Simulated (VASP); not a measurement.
# Be (Cmcm) in VASP: single point with r2SCAN

Aim: the single point of Be with r2SCAN.

Program: VASP 6.6.1. These are calculated values, not measurements. Logs are shortened: lines on timing, memory, paths and dates and some standing lists are left out, and cuts for length are marked.

## (1) The cell of the first run

The structure is orthorhombic, space group Cmcm (No. 63). The conventional cell has a = 2.300 Å, b = 4.381 Å, c = 3.601 Å, α = 90.00°, β = 90.00°, γ = 90.00°. Within 3.0 Å of Be (site symmetry m2m) lie 12 Be at 2.26 to 2.47 Å.

## (2) Single point, r2SCAN (strain +0.1000 x Voigt [0, 1, 0, 0, 0, 0])

POSCAR reads:

```
Be
1.0
    2.2995019849      0.0000000000      0.0000000000
   -1.1497509925      2.1905698485      0.0000000000
    0.0000000000      0.0000000000      3.6009000000
Be
2
Direct
    0.3333333333      0.6666666667      0.2500000000
    0.6666666667      0.3333333333      0.7500000000
```

INCAR.step1 reads:

```
  ALGO = Normal
  EDIFF = 1E-4
  ENCUT = 520
  GGA = PE
  ISMEAR = 0
  LASPH = T
  LCHARG = F
  LREAL = F
  LWAVE = T
  NBANDS = 9
  NELM = 60
  PREC = Accurate
  SIGMA = 0.15
```

INCAR.step2 reads:

```
  ALGO = Normal
  EDIFF = 1E-7
  ENCUT = 520
  ISIF = 2
  ISMEAR = 0
  ISTART = 1
  LASPH = T
  LCHARG = T
  LELF = T
  LMIXTAU = T
  LREAL = F
  LVHAR = T
  LWAVE = F
  METAGGA = R2SCAN
  NBANDS = 9
  NELM = 60
  PREC = Accurate
  SIGMA = 0.15
```

KPOINTS reads:

```
k-points
0
Gamma
  24 24 14
```

Potentials or basis: VASP PAW PBE potentials, release 64 (Be).

The run is started by

```
$ cat potpaw_PBE.64/Be/POTCAR > POTCAR
$ cp INCAR.step1 INCAR
$ mpirun -np 1 vasp_std > vasp.out
$ cp INCAR.step2 INCAR
$ mpirun -np 1 vasp_std > vasp.out
```

OUTCAR:

```text
EDIFF = 1E-7
   ENCUT = 520
   ISIF = 2
   ISMEAR = 0
   ISTART = 1
   LASPH = T
   LREAL = F
   METAGGA = R2SCAN
   NELM = 60
   PREC = Accurate

 ion  position               nearest neighbor table
   1  0.333  0.667  0.250-   2 2.26   2 2.26   2 2.26   2 2.26   2 2.32   2 2.32
   2  0.667  0.333  0.750-   1 2.26   1 2.26   1 2.26   1 2.26   1 2.32   1 2.32

  LATTYP: Found a base centered orthorhombic cell.
 ALAT       =     2.2995019849
 B/A-ratio  =     1.9052558883
 C/A-ratio  =     1.5659477677

  Lattice vectors:

 A1 = (   1.1497509925,  -2.1905698485,   0.0000000000)
 A2 = (   1.1497509924,   2.1905698485,   0.0000000000)
 A3 = (   0.0000000000,   0.0000000000,   3.6009000000)

Analysis of symmetry for initial positions (statically):
=====================================================================
 Subroutine PRICEL returns:
 Original cell was already a primitive cell.

 Routine SETGRP: Setting up the symmetry group for a
 base centered orthorhombic supercell.

 Subroutine GETGRP returns: Found  8 space group operations
 (whereof  4 operations were pure point group operations)
 out of a pool of  8 trial point group operations.

The static configuration has the point symmetry C_2h.
 The point group associated with its full space group is D_2h.

Analysis of symmetry for dynamics (positions and initial velocities):
=====================================================================
 Subroutine PRICEL returns:
 Original cell was already a primitive cell.

 Routine SETGRP: Setting up the symmetry group for a
 base centered orthorhombic supercell.

 Subroutine GETGRP returns: Found  8 space group operations
 (whereof  4 operations were pure point group operations)
 out of a pool of  8 trial point group operations.

The dynamic configuration has the point symmetry C_2h.
 The point group associated with its full space group is D_2h.

 Subroutine INISYM returns: Found  8 space group operations
 (whereof  4 operations are pure point group operations),
 and found     1 'primitive' translations

----------------------------------------------------------------------------------------

                                     Primitive cell

  volume of cell :      18.1385

  direct lattice vectors                    reciprocal lattice vectors
     2.299501985  0.000000000  0.000000000     0.434876772  0.228251110  0.000000000
    -1.149750993  2.190569849  0.000000000     0.000000000  0.456502220  0.000000000
     0.000000000  0.000000000  3.600900000     0.000000000  0.000000000  0.277708351

  length of vectors
     2.299501985  2.473969201  3.600900000     0.491137838  0.456502220  0.277708351

  position of ions in fractional coordinates (direct lattice)
     0.333333333  0.666666667  0.250000000
     0.666666667  0.333333333  0.750000000

  ion indices of the primitive-cell ions
   primitive index   ion index
                 1           1
                 2           2

----------------------------------------------------------------------------------------

 KPOINTS: k-points

Automatic generation of k-mesh.
 Grid dimensions read from file:
 generate k-points for:   24   24   14

 Generating k-lattice:

  Cartesian coordinates                     Fractional coordinates (reciprocal lattice)
     0.018119865  0.009510463  0.000000000     0.041666667  0.000000000  0.000000000
     0.000000000  0.019020926  0.000000000     0.000000000  0.041666667  0.000000000
     0.000000000  0.000000000  0.019836311     0.000000000  0.000000000  0.071428571

  Length of vectors
     0.020464077  0.019020926  0.019836311

  Shift w.r.t. Gamma in fractional coordinates (k-lattice)
     0.000000000  0.000000000  0.000000000

 Subroutine IBZKPT returns following result:
 ===========================================

 Found   1256 irreducible k-points:

 Following reciprocal coordinates:
            Coordinates               Weight
  0.000000  0.000000  0.000000      1.000000
  0.041667  0.000000  0.000000      4.000000
  0.083333 -0.000000  0.000000      4.000000
  0.125000  0.000000  0.000000      4.000000
  0.166667  0.000000  0.000000      4.000000
  0.208333  0.000000  0.000000      4.000000
[... 16 lines left out ...]
  0.375000  0.041667  0.000000      4.000000
  0.416667  0.041667  0.000000      4.000000
 [... further k-points ...]
   k-points           NKPTS =   1256   k-points in BZ     NKDIM =   1256   number of bands    NBANDS=      9
   number of dos      NEDOS =    301   number of ions     NIONS =      2
   total plane-waves  NPLWV =   9072
   dimension x,y,z NGX =    18 NGY =   18 NGZ =   28
   dimension x,y,z NGXF=    36 NGYF=   36 NGZF=   56
   ions per type =               2
   NGX,Y,Z   is equivalent  to a cutoff of  13.01, 12.10, 12.93 a.u.
   NGXF,Y,Z  is equivalent  to a cutoff of  26.03, 24.19, 25.85 a.u.
 SYSTEM =  unknown system
   PREC   = accura    normal or accurate (medium, high low for compatibility)
   ISTART =      1    job   : 0-new  1-cont  2-samecut
   ICHARG =      0    charge: 1-file 2-atom 10-const
   ISPIN  =      1    spin polarized calculation?
   LNONCOLLINEAR =      F non collinear calculations
   LSORBIT =      F    spin-orbit coupling
   LASPH  =      T    aspherical Exc in radial PAW
   ENCUT  =  520.0 eV  38.22 Ry    6.18 a.u.   4.28  4.60  6.70*2*pi/ulx,y,z
   NELM   =     60;   NELMIN=  2; NELMDL=  0     # of ELM steps
   EDIFF  = 0.1E-06   stopping-criterion for ELM
   LREAL  =      F    real-space projection
   EDIFFG = 0.1E-05   stopping-criterion for IOM
   NSW    =      0    number of steps for IOM
   IBRION =     -1    ionic relax: 0-MD 1-quasi-New 2-CG
   NFREE  =      0    steps in history (QN), initial steepest desc. (CG)
   ISIF   =      2    stress and relaxation
   ISYM   =      2    0-nonsym 1-usesym 2-fastsym
   POTIM  = 0.5000    time-step for ionic-motion
   TEBEG  =    0.0;   TEEND  =   0.0 temperature during run
   PSTRESS=    0.0 pullay stress
   NELECT =       4.0000    total number of electrons
   NUPDOWN=      -1.0000    fix difference up-down
   EMIN   =  10.00;   EMAX   =-10.00  energy-range for DOS
   EFERMI =   0.00;   METHOD = LEGACY
   ISMEAR =     0;   SIGMA  =   0.15  broadening in eV -4-tet -1-fermi 0-gaus
   EFERMI_NEDOS =   21; number of points for ismear=-14 and -15
   IALGO  =     38    algorithm
   IMIX   =      4    mixing-type and parameters
     AMIX     =   0.40;   BMIX     =  1.00
     AMIX_MAG =   1.60;   BMIX_MAG =  1.00
  volume/ion in A,a.u.               =       9.07        61.20
  Fermi-wavevector in a.u.,A,eV,Ry     =   0.989071  1.869073 13.310058  0.978262
  Thomas-Fermi vector in A             =   2.120643
   LORBIT       =      0    0 simple, 1 ext, 2 COOP (PROOUT), +10 PAW based schemes
   METAGGA = R2SCAN    functional components
   LHFCALC =     F    Hartree Fock is set to
   AEXX    =    0.0000 exact exchange contribution
   IVDW    =     0    specifies the selected vdW correction
   LEPSILON=     F    determine dielectric tensor
   LRPA    =     F    only Hartree local field effects (RPA)
 non-spin polarized calculation
 Gauss-broadening in eV      SIGMA  =   0.15
  energy-cutoff  :      520.00
  volume of cell :       18.14
 maximum number of plane-waves:       505
 NGX is ok and might be reduce to    18
   NGX =  9   NGY =  9   NGZ = 13

 number of electron       4.0000000 magnetization

 Free energy of the ion-electron system (eV)
  ---------------------------------------------------
  ext. energy  EPLUGINS =         0.00000000
  ---------------------------------------------------
  free energy    TOTEN  =        -8.49040112 eV

  energy without entropy =       -8.48870601  energy(sigma->0) =       -8.48955356

 E-fermi :   6.0928     XC(G=0): -10.7936

 val. band max:        6.0862884985   @ k =   0.3750   0.2917   0.4286
 cond. band min:       6.1335187468   @ k =   0.2917   0.3333   0.4286
 fundamental gap:      0.0472302482
 Fermi energy:         6.0927524154

 k-point     1 :       0.0000    0.0000    0.0000
  band No.  band energies     occupation
      1      -5.4002      2.00000
      2       2.2969      2.00000
      3       7.6129      0.00000
      4      19.2140      0.00000
      5      21.8436      0.00000
      6      22.1774      0.00000
      7      24.9614      0.00000
      8      27.0931      0.00000
      9      31.0802      0.00000

 k-point     2 :       0.0417    0.0000    0.0000
  band No.  band energies     occupation
      1      -5.3483      2.00000
      2       2.3613      2.00000
      3       7.6326      0.00000
      4      18.9912      0.00000
      5      21.1595      0.00000
      6      22.7250      0.00000
      7      24.7590      0.00000
      8      26.9640      0.00000
      9      30.8107      0.00000

 k-point     3 :       0.0833   -0.0000    0.0000
  band No.  band energies     occupation
      1      -5.1925      2.00000
      2       2.5541      2.00000
      3       7.6901      0.00000
      4      18.4219      0.00000
      5      20.0815      0.00000
      6      23.2708      0.00000
      7      24.3222      0.00000
      8      26.5709      0.00000
      9      29.7985      0.00000

 k-point     4 :       0.1250    0.0000    0.0000
  band No.  band energies     occupation
      1      -4.9328      2.00000
      2       2.8752      2.00000
      3       7.7782      0.00000
      4      17.6831      0.00000
      5      18.6886      0.00000
      6      23.6015      0.00000
      7      23.9130      0.00000
      8      25.8958      0.00000
      9      28.2801      0.00000
[... 205 lines left out ...]
 k-point    22 :       0.3333    0.0417    0.0000
  band No.  band energies     occupation
      1      -1.6830      2.00000
      2       6.6236      0.00000
      3       6.8407      0.00000
      4      12.1878      0.00000
      5      13.6752      0.00000
      6      17.7382      0.00000
      7      19.7892      0.00000
      8      22.2696      0.00000
      9      23.5496      0.00000

 k-point    23 :       0.3750    0.0417    0.0000
  band No.  band energies     occupation
      1      -0.7808      2.00000
      2       5.5002      2.00000
      3       7.9277      0.00000
      4      12.3596      0.00000
      5      13.3364      0.00000
      6      16.0333      0.00000
      7      18.5731      0.00000
      8      22.0376      0.00000
      9      23.4335      0.00000

 k-point    24 :       0.4167    0.0417    0.0000
  band No.  band energies     occupation
      1       0.1816      2.00000
      2       4.3065      2.00000
      3       9.0724      0.00000
      4      12.7419      0.00000
      5      13.1192      0.00000
      6      14.4545      0.00000
      7      17.5577      0.00000
      8      21.8842      0.00000
      9      23.3454      0.00000

 [... further k-points ...]

------------------------ aborting loop because EDIFF is reached ----------------------------------------

  FORCE on cell =-STRESS in cart. coord.  units (eV):
  Direction    XX          YY          ZZ          XY          YZ          ZX
  --------------------------------------------------------------------------------------
  -------------------------------------------------------------------------------------
  Total       -0.5084268     -3.1490850     -0.4884345      0.0000000     -0.0000000      0.0000000
  in kB      -44.9093787   -278.1589361    -43.1434627      0.0000000     -0.0000000      0.0000000
  external PRESSURE =    -122.0705925 kB  Pullay stress =       0.0000000 kB

 VOLUME and BASIS-vectors are now :
 -----------------------------------------------------------------------------
  energy-cutoff  :      520.00
  volume of cell :       18.14
      direct lattice vectors                 reciprocal lattice vectors
     2.299501985  0.000000000  0.000000000     0.434876772  0.228251110  0.000000000
    -1.149750993  2.190569849  0.000000000     0.000000000  0.456502220  0.000000000
     0.000000000  0.000000000  3.600900000     0.000000000  0.000000000  0.277708351

 POSITION                                       TOTAL-FORCE (eV/Angst)
 -----------------------------------------------------------------------------------
     -0.00000      1.46038      0.90023        -0.000000      0.131621      0.000000
      1.14975      0.73019      2.70068         0.000000     -0.131621      0.000000
 -----------------------------------------------------------------------------------
    total drift:                                0.000000     -0.000000      0.000000

  FREE ENERGIE OF THE ION-ELECTRON SYSTEM (eV)
  ---------------------------------------------------
  free  energy   TOTEN  =        -8.4904011161 eV

  energy  without entropy=       -8.4887060089  energy(sigma->0) =       -8.48955356
```

Wall time 13 min (1 thread of Intel Xeon Platinum 8175M at 2.50GHz (Skylake/Cascade Lake), shared host); peak memory 0.27 GiB.

What came out:

```yaml
Free_energy: -8.4904 eV
Pressure: -12.2 GPa
Largest_force: 0.132 eV/Å
Band_gap_on_the_k_mesh: zero (bands 2 and 3 overlap by 2.05 eV)
```

Forces on the atoms (eV/Å):
```
Be   0.000  0.132  0.000
Be   0.000 -0.132  0.000
```

Caveat: the cell differs from its parent crystal (strain +0.1000 x Voigt [0, 1, 0, 0, 0, 0]); the cell stands under tension; the PAW data sets were made with another functional, which shifts forces and pressure a little.
